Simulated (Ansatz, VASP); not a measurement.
Two plane-wave programs on TlBr

```xyz
2
Lattice="3.9800 0.0000 0.0000 0.0000 3.9800 0.0000 0.0000 0.0000 3.9800" Properties=species:S:1:pos:R:3 pbc="T T T"
Tl    0.0000    0.0000    0.0000
Br    1.9900    1.9900    1.9900
```

Alike in both runs: task relaxation of cell and atoms; functional PBEsol; k mesh 12 × 12 × 12; occupations fermi-dirac, width 0.08 eV; no spin polarisation.

|  | VASP | Ansatz |
| --- | --- | --- |
| version | VASP 6.6.1 | Ansatz 0.2.0 |
| potentials or method | VASP PAW PBE potentials, release 64 (Tl_d, Br) | PAW with Ansatz's default frozen-core files, scalar-relativistic |
| plane-wave cutoff (eV) | 500 | 420 |
| valence electrons in the cell | 20 | 20 |

Ansatz gave:

```
relaxed volume (Å³/atom)                                        : 29.99
relaxed length of the cell vector where the two differ most in proportion (Å) : 3.915
```

Problem. What did VASP give for the same quantities?

Solution. Relaxed volume (Å³/atom): 29.98; relaxed length of the cell vector where the two differ most in proportion (Å): 3.914.

VASP's potentials were made for PBE, not for PBEsol.

Neither program's run includes spin-orbit coupling.
